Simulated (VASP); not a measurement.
Write the native input for VASP 6.6.1 that does the following.

```yaml
Task: single point
Functional: PBE
Potentials_or_basis: VASP PAW PBE potentials, release 64 (Fe)
Cutoff: 600 eV
k_mesh: 17 × 17 × 10
Occupations: fermi-dirac, width 0.08 eV
Spin: no spin polarisation
Dipole_correction: no
Further_INCAR_settings: ALGO = Normal; EDIFF = 1e-06; NBANDS = 15
```

The structure of Fe lies in POSCAR:

```
Fe
1.0
    2.4341575853      0.0000000000      0.0000000000
   -1.2170787927      2.1080423057      0.0000000000
    0.0000000000      0.0000000000      3.9571925041
Fe
2
Direct
    0.3333333333      0.6666666667      0.2500000000
    0.6666666667      0.3333333333      0.7500000000
```

This isn't the form of Fe at room conditions, which is bcc.

This cell differs from its parent crystal: zz strain of +3 %.

These files were run (other wordings do the same):

INCAR

```
PREC     = Accurate       # precision mode
ENCUT    = 600            # plane-wave cutoff, eV
EDIFF    = 1E-6           # SCF threshold, eV
ISMEAR   = -1             # smearing method
SIGMA    = 0.08           # smearing width, eV
LREAL    = F              # projectors in reciprocal space
LASPH    = T              # aspherical terms in the spheres
NELM     = 120            # most SCF steps
ALGO     = Normal         # electronic algorithm
ISIF     = 2              # what is computed and relaxed
LWAVE    = F              # write WAVECAR
LCHARG   = T              # write CHGCAR
GGA      = PE             # functional
LELF     = T              # ELF
LVHAR    = T            
NBANDS   = 15             # bands
GGA_COMPAT= F
```

KPOINTS

```
regular mesh
0
Gamma
  17 17 10
```

Potentials or basis: VASP PAW PBE potentials, release 64 (Fe).

The run is started by

```console
$ cat potpaw_PBE.64/Fe/POTCAR > POTCAR
$ mpirun -np 1 vasp_std > vasp.out
```

Results of the run:

| Quantity | Value |
| --- | --- |
| Pressure | 0.9 GPa |
| Band gap on the k mesh | zero (bands 8 and 9 overlap by 1.85 eV) |

Caveat: the cell differs from its parent crystal (zz strain of +3 %); the run has no spin polarisation, though such a crystal can be magnetic.

Run time: 32 s on 1 thread of AMD EPYC 9R45 96-Core Processor (Zen 5), with other jobs on the host, peak memory 0.15 GiB.
